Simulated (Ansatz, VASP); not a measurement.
Two plane-wave programs on InSe

Contents of INCAR:

```
SYSTEM = InSe
ALGO     = Normal         ! electronic algorithm
DIPOL    = 0.5 0.5 0.405
EDIFF    = 1E-6           ! SCF threshold, eV
ENCUT    = 520            ! plane-wave cutoff, eV
GGA      = PE             ! functional
IDIPOL   = 3            
ISIF     = 2              ! what is computed and relaxed
ISMEAR   = 0              ! smearing method
IVDW     = 12             ! dispersion correction
LASPH    = .True.         ! aspherical terms in the spheres
LCHARG   = .False.        ! write CHGCAR
LDIPOL   = .True.       
LREAL    = .False.        ! projectors in reciprocal space
LWAVE    = .False.        ! write WAVECAR
NBANDS   = 48             ! bands
NELM     = 100            ! most SCF steps
PREC     = Accurate       ! precision mode
SIGMA    = 0.05           ! smearing width, eV
```

The input KPOINTS:

```
k-points
0
Gamma
  9 9 1
  0 0 0
```

The input POSCAR:

```
InSe
1.0
    4.0266103640      0.0000000000      0.0000000000
   -2.0133051820      3.4871468663      0.0000000000
    0.0000000000      0.0000000000     28.2707108021
Se In
4 4
Direct
    0.0000000000      0.0000000000      0.1591753399
    0.0000000000      0.0000000000      0.3496677346
    0.0000000000      0.6666666667      0.4596755806
    0.0000000000      0.6666666667      0.6501679753
    0.6666666667      0.3333333333      0.2049979895
    0.6666666667      0.3333333333      0.3038451603
    0.6666666667      1.0000000000      0.5054982302
    0.6666666667      1.0000000000      0.6043454010
```

Input for Ansatz:

```yaml
crystal:
  lattice:
    - [4.026610364, 0.0, 0.0]
    - [-2.013305182, 3.4871468663, 0.0]
    - [0.0, 0.0, 28.2707108021]
  atoms:
    - { symbol: Se, position: [0.0, 0.0, 0.1591753399] }
    - { symbol: In, position: [0.6666666667, 0.3333333333, 0.2049979895] }
    - { symbol: In, position: [0.6666666667, 0.3333333333, 0.3038451603] }
    - { symbol: Se, position: [0.0, 0.0, 0.3496677346] }
    - { symbol: Se, position: [0.0, 0.6666666667, 0.4596755806] }
    - { symbol: In, position: [0.6666666667, 1.0, 0.5054982302] }
    - { symbol: In, position: [0.6666666667, 1.0, 0.604345401] }
    - { symbol: Se, position: [0.0, 0.6666666667, 0.6501679753] }
basis:
  ecutwfc: 420
kpoints:
  mp_grid: { grid: [9, 9, 1] }
hamiltonian:
  xc: pbe
  pseudopotentials: { kind: paw, azcp: { folder: soft_1 } }
  dispersion: d3bj
scf:
  occupations: { method: gaussian, width: 0.05 }
output:
  forces: true
  eigenvalues: true
efield:
  axis: 3
  dipole_correction: true
  ramp_width: 0.04
```

Alike in both runs: task single point; functional PBE; dispersion D3(BJ); k mesh 9 × 9 × 1; occupations gaussian, width 0.05 eV; no spin polarisation.

```csv
,VASP,Ansatz
version,VASP 6.6.1,Ansatz 0.2.0
potentials or method,"VASP PAW PBE potentials, release 64 (Se, In_d), cutoff 520 eV","scalar-relativistic, plane waves, PAW"
valence electrons in the cell,76,116
```

|  | VASP | Ansatz | Ansatz less VASP |
| --- | --- | --- | --- |
| gap on the k mesh at the Fermi level (eV) | 1.00 | 1.02 | +0.011 |
| least direct gap on the mesh (eV) | 1.07 | 1.08 | +0.009 |
| rms of the force components (eV/Å) | 0.045 | 0.048 | +0.0020 |

VASP's potentials hold 76 valence electrons a cell and Ansatz's 116, so a difference there can come from the potentials and not from the codes.
